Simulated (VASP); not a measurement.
# NiO2 (P-3m1) in VASP: a series of runs

NiO2 is run at these levels: PBEsol; tasks: single point.

Program: VASP 6.6.1. These are calculated values, not measurements. Logs are shortened: lines on timing, memory, paths and dates and some standing lists are left out, and cuts for length are marked.

### Step 1. The cell of the first run

It takes space group P-3m1 (No. 164, trigonal). Conventional cell: a = 2.713 Å, b = 2.713 Å, c = 5.234 Å, α = 90.00°, β = 90.00°, γ = 120.00°. Ni (site symmetry -3m) has 6 O at 1.82 Å within 2.4 Å. Within 2.5 Å of O (site symmetry 3m) lie 3 Ni at 1.82 Å and 3 O at 2.41 Å.

### Step 2. Single point, PBEsol

File INCAR:

```
ALGO = Normal
EDIFF = 1E-6
ENCUT = 700
GGA = PS
GGA_COMPAT = F
ISIF = 2
ISMEAR = 0
LASPH = T
LCHARG = T
LELF = T
LREAL = F
LVHAR = T
LWAVE = F
NBANDS = 22
NELM = 120
PREC = Accurate
SIGMA = 0.05
```

File KPOINTS:

```
k-points
0
Gamma
  12 12 6
```

File POSCAR:

```
NiO2
1.0
    2.7134934025      0.0000000000      0.0000000000
   -1.3567467013      2.3499542196      0.0000000000
    0.0000000000      0.0000000000      5.2343287735
Ni O
1 2
Direct
    0.0000000000      0.0000000000      0.5000000000
    0.6666666667      0.3333333333      0.6750910825
    0.3333333333      0.6666666667      0.3249089175
```

Potentials or basis: VASP PAW PBE potentials, release 64 (Ni_sv_GW, O).

Launch:

```
> cat potpaw_PBE.64/Ni_sv_GW/POTCAR potpaw_PBE.64/O/POTCAR > POTCAR
> mpirun -np 1 vasp_std > vasp.out
```

OUTCAR:

```text
EDIFF = 1E-6
   ENCUT = 700
   GGA = PS
   ISIF = 2
   ISMEAR = 0
   LASPH = T
   LREAL = F
   NELM = 120
   PREC = Accurate

 ion  position               nearest neighbor table
   1  0.000  0.000  0.500-   2 1.82   3 1.82   2 1.82   3 1.82   2 1.82   3 1.82
   2  0.667  0.333  0.675-   1 1.82   1 1.82   1 1.82
   3  0.333  0.667  0.325-   1 1.82   1 1.82   1 1.82

  LATTYP: Found a hexagonal cell.
 ALAT       =     2.7134934025
 C/A-ratio  =     1.9290000000

  Lattice vectors:

 A1 = (   2.7134934025,   0.0000000000,   0.0000000000)
 A2 = (  -1.3567467013,   2.3499542196,   0.0000000000)
 A3 = (   0.0000000000,   0.0000000000,   5.2343287735)

Analysis of symmetry for initial positions (statically):
=====================================================================
 Subroutine PRICEL returns:
 Original cell was already a primitive cell.

 Routine SETGRP: Setting up the symmetry group for a
 hexagonal supercell.

 Subroutine GETGRP returns: Found 12 space group operations
 (whereof 12 operations were pure point group operations)
 out of a pool of 24 trial point group operations.

The static configuration has the point symmetry D_3d.

Analysis of symmetry for dynamics (positions and initial velocities):
=====================================================================
 Subroutine PRICEL returns:
 Original cell was already a primitive cell.

 Routine SETGRP: Setting up the symmetry group for a
 hexagonal supercell.

 Subroutine GETGRP returns: Found 12 space group operations
 (whereof 12 operations were pure point group operations)
 out of a pool of 24 trial point group operations.

The dynamic configuration has the point symmetry D_3d.

 Subroutine INISYM returns: Found 12 space group operations
 (whereof 12 operations are pure point group operations),
 and found     1 'primitive' translations

----------------------------------------------------------------------------------------

                                     Primitive cell

  volume of cell :      33.3771

  direct lattice vectors                    reciprocal lattice vectors
     2.713493403  0.000000000  0.000000000     0.368528628  0.212770102  0.000000000
    -1.356746701  2.349954220  0.000000000     0.000000000  0.425540205  0.000000000
     0.000000000  0.000000000  5.234328773     0.000000000  0.000000000  0.191046463

  length of vectors
     2.713493403  2.713493403  5.234328773     0.425540205  0.425540205  0.191046463

  position of ions in fractional coordinates (direct lattice)
     0.000000000  0.000000000  0.500000000
     0.666666667  0.333333333  0.675091083
     0.333333333  0.666666667  0.324908917

  ion indices of the primitive-cell ions
   primitive index   ion index
                 1           1
                 2           2
                 3           3

----------------------------------------------------------------------------------------

 KPOINTS: k-points

Automatic generation of k-mesh.
 Grid dimensions read from file:
 generate k-points for:   12   12    6

 Generating k-lattice:

  Cartesian coordinates                     Fractional coordinates (reciprocal lattice)
     0.030710719  0.017730842  0.000000000     0.083333333  0.000000000  0.000000000
     0.000000000  0.035461684  0.000000000     0.000000000  0.083333333  0.000000000
     0.000000000  0.000000000  0.031841077     0.000000000  0.000000000  0.166666667

  Length of vectors
     0.035461684  0.035461684  0.031841077

  Shift w.r.t. Gamma in fractional coordinates (k-lattice)
     0.000000000  0.000000000  0.000000000

 Subroutine IBZKPT returns following result:
 ===========================================

 Found    100 irreducible k-points:

 Following reciprocal coordinates:
            Coordinates               Weight
  0.000000  0.000000  0.000000      1.000000
  0.083333  0.000000  0.000000      6.000000
  0.166667  0.000000  0.000000      6.000000
  0.250000  0.000000  0.000000      6.000000
  0.333333  0.000000  0.000000      6.000000
  0.416667  0.000000  0.000000      6.000000
[... 16 lines left out ...]
  0.166667  0.000000  0.166667      6.000000
  0.000000  0.166667  0.166667      6.000000
 [... further k-points ...]
   k-points           NKPTS =    100   k-points in BZ     NKDIM =    100   number of bands    NBANDS=     22
   number of dos      NEDOS =    301   number of ions     NIONS =      3
   total plane-waves  NPLWV =  27648
   dimension x,y,z NGX =    24 NGY =   24 NGZ =   48
   dimension x,y,z NGXF=    48 NGYF=   48 NGZF=   96
   ions per type =               1   2
   NGX,Y,Z   is equivalent  to a cutoff of  14.70, 14.70, 15.25 a.u.
   NGXF,Y,Z  is equivalent  to a cutoff of  29.41, 29.41, 30.49 a.u.
 SYSTEM =  unknown system
   PREC   = accura    normal or accurate (medium, high low for compatibility)
   ISTART =      0    job   : 0-new  1-cont  2-samecut
   ICHARG =      2    charge: 1-file 2-atom 10-const
   ISPIN  =      1    spin polarized calculation?
   LNONCOLLINEAR =      F non collinear calculations
   LSORBIT =      F    spin-orbit coupling
   LASPH  =      T    aspherical Exc in radial PAW
   ENCUT  =  700.0 eV  51.45 Ry    7.17 a.u.   5.85  5.85 11.29*2*pi/ulx,y,z
   NELM   =    120;   NELMIN=  2; NELMDL= -5     # of ELM steps
   EDIFF  = 0.1E-05   stopping-criterion for ELM
   LREAL  =      F    real-space projection
   EDIFFG = 0.1E-04   stopping-criterion for IOM
   NSW    =      0    number of steps for IOM
   IBRION =     -1    ionic relax: 0-MD 1-quasi-New 2-CG
   NFREE  =      0    steps in history (QN), initial steepest desc. (CG)
   ISIF   =      2    stress and relaxation
   ISYM   =      2    0-nonsym 1-usesym 2-fastsym
   POTIM  = 0.5000    time-step for ionic-motion
   TEBEG  =    0.0;   TEEND  =   0.0 temperature during run
   PSTRESS=    0.0 pullay stress
   NELECT =      30.0000    total number of electrons
   NUPDOWN=      -1.0000    fix difference up-down
   EMIN   =  10.00;   EMAX   =-10.00  energy-range for DOS
   EFERMI =   0.00;   METHOD = LEGACY
   ISMEAR =     0;   SIGMA  =   0.05  broadening in eV -4-tet -1-fermi 0-gaus
   EFERMI_NEDOS =   21; number of points for ismear=-14 and -15
   IALGO  =     38    algorithm
   IMIX   =      4    mixing-type and parameters
     AMIX     =   0.40;   BMIX     =  1.00
     AMIX_MAG =   1.60;   BMIX_MAG =  1.00
  volume/ion in A,a.u.               =      11.13        75.08
  Fermi-wavevector in a.u.,A,eV,Ry     =   1.579909  2.985596 33.961690  2.496114
  Thomas-Fermi vector in A             =   2.680217
   LORBIT       =      0    0 simple, 1 ext, 2 COOP (PROOUT), +10 PAW based schemes
   GGA     = PS    functional components
   LHFCALC =     F    Hartree Fock is set to
   AEXX    =    0.0000 exact exchange contribution
   IVDW    =     0    specifies the selected vdW correction
   LEPSILON=     F    determine dielectric tensor
   LRPA    =     F    only Hartree local field effects (RPA)
 non-spin polarized calculation
 Gauss-broadening in eV      SIGMA  =   0.05
  energy-cutoff  :      700.00
  volume of cell :       33.38
 maximum number of plane-waves:      1420
   NGX = 11   NGY = 11   NGZ = 23

 number of electron      29.9999978 magnetization

 Free energy of the ion-electron system (eV)
  ---------------------------------------------------
  ext. energy  EPLUGINS =         0.00000000
  ---------------------------------------------------
  free energy    TOTEN  =       -19.66563498 eV

  energy without entropy =      -19.66563498  energy(sigma->0) =      -19.66563498

 E-fermi :   1.9595     XC(G=0): -10.4535

 val. band max:        1.4898332871   @ k =   0.0833   0.0833   0.5000
 cond. band min:       2.7503308716   @ k =   0.2500   0.0000   0.3333
 fundamental gap:      1.2604975844
 Fermi energy:         1.9594576867

 k-point     1 :       0.0000    0.0000    0.0000
  band No.  band energies     occupation
      1    -102.6116      2.00000
      2     -63.1926      2.00000
      3     -63.1926      2.00000
      4     -62.9189      2.00000
      5     -18.8433      2.00000
      6     -16.0109      2.00000
[... 14 lines left out ...]
     21      21.3889      0.00000
     22      22.1303      0.00000

 k-point     2 :       0.0833    0.0000    0.0000
  band No.  band energies     occupation
      1    -102.6113      2.00000
      2     -63.1980      2.00000
      3     -63.1940      2.00000
      4     -62.9183      2.00000
      5     -18.7354      2.00000
      6     -16.0189      2.00000
[... 14 lines left out ...]
     21      21.1609      0.00000
     22      21.4092      0.00000

 k-point     3 :       0.1667    0.0000    0.0000
  band No.  band energies     occupation
      1    -102.6098      2.00000
      2     -63.2122      2.00000
      3     -63.1974      2.00000
      4     -62.9161      2.00000
      5     -18.4270      2.00000
      6     -16.0451      2.00000
[... 14 lines left out ...]
     21      19.7303      0.00000
     22      20.8721      0.00000

 k-point     4 :       0.2500    0.0000    0.0000
  band No.  band energies     occupation
      1    -102.6079      2.00000
      2     -63.2316      2.00000
      3     -63.2020      2.00000
      4     -62.9132      2.00000
      5     -17.9653      2.00000
      6     -16.0952      2.00000
[... 14 lines left out ...]
     21      18.4399      0.00000
     22      20.0937      0.00000

 k-point     5 :       0.3333    0.0000    0.0000
  band No.  band energies     occupation
      1    -102.6061      2.00000
      2     -63.2511      2.00000
      3     -63.2068      2.00000
      4     -62.9103      2.00000
      5     -17.4312      2.00000
      6     -16.1789      2.00000
[... 417 lines left out ...]
 k-point    22 :       0.0000    0.0833    0.1667
  band No.  band energies     occupation
      1    -102.6112      2.00000
      2     -63.1979      2.00000
      3     -63.1940      2.00000
      4     -62.9182      2.00000
      5     -18.7308      2.00000
      6     -16.0284      2.00000
[... 14 lines left out ...]
     21      21.3135      0.00000
     22      21.4078      0.00000

 k-point    23 :       0.1667    0.0000    0.1667
  band No.  band energies     occupation
      1    -102.6098      2.00000
      2     -63.2122      2.00000
      3     -63.1973      2.00000
      4     -62.9161      2.00000
      5     -18.4228      2.00000
      6     -16.0528      2.00000
[... 14 lines left out ...]
     21      19.7185      0.00000
     22      21.1123      0.00000

 k-point    24 :       0.0000    0.1667    0.1667
  band No.  band energies     occupation
      1    -102.6098      2.00000
      2     -63.2122      2.00000
      3     -63.1973      2.00000
      4     -62.9161      2.00000
      5     -18.4225      2.00000
      6     -16.0535      2.00000
[... 14 lines left out ...]
     21      19.8045      0.00000
     22      20.8792      0.00000

 [... further k-points ...]

------------------------ aborting loop because EDIFF is reached ----------------------------------------

  FORCE on cell =-STRESS in cart. coord.  units (eV):
  Direction    XX          YY          ZZ          XY          YZ          ZX
  --------------------------------------------------------------------------------------
  -------------------------------------------------------------------------------------
  Total        3.6313387      3.6313387      1.8788448     -0.0000000      0.0000000      0.0000000
  in kB      174.3123541    174.3123541     90.1887424     -0.0000000      0.0000000      0.0000000
  external PRESSURE =     146.2711502 kB  Pullay stress =       0.0000000 kB

 VOLUME and BASIS-vectors are now :
 -----------------------------------------------------------------------------
  energy-cutoff  :      700.00
  volume of cell :       33.38
      direct lattice vectors                 reciprocal lattice vectors
     2.713493403  0.000000000  0.000000000     0.368528628  0.212770102  0.000000000
    -1.356746701  2.349954220  0.000000000     0.000000000  0.425540205  0.000000000
     0.000000000  0.000000000  5.234328773     0.000000000  0.000000000  0.191046463

 POSITION                                       TOTAL-FORCE (eV/Angst)
 -----------------------------------------------------------------------------------
      0.00000      0.00000      2.61716         0.000000      0.000000      0.000000
      1.35675      0.78332      3.53365        -0.000000     -0.000000      1.138322
     -0.00000      1.56664      1.70068         0.000000      0.000000     -1.138322
 -----------------------------------------------------------------------------------
    total drift:                               -0.000000      0.000000     -0.000000

  FREE ENERGIE OF THE ION-ELECTRON SYSTEM (eV)
  ---------------------------------------------------
  free  energy   TOTEN  =       -19.6656349796 eV

  energy  without entropy=      -19.6656349796  energy(sigma->0) =      -19.66563498
```

Wall time 54 s (1 thread of Intel Xeon 6975P-C (Granite Rapids), shared host); peak memory 0.26 GiB.

What came out:

```yaml
Free_energy: -19.6656 eV
Pressure: 14.6 GPa
Largest_force: 1.138 eV/Å
Band_gap_on_the_k_mesh: 1.26 eV (least direct gap 1.52 eV)
```

Forces on the atoms (eV/Å):
```
Ni   0.000  0.000  0.000
O    0.000  0.000  1.138
O    0.000  0.000 -1.138
```

Caveat: the stress differs along the axes, from 9 to 17 GPa; the PAW data sets were made with another functional, which shifts forces and pressure a little; the run has no spin polarisation, though such a crystal can be magnetic. A k mesh can miss the band edges.

(Continued in part 2 of 2.)
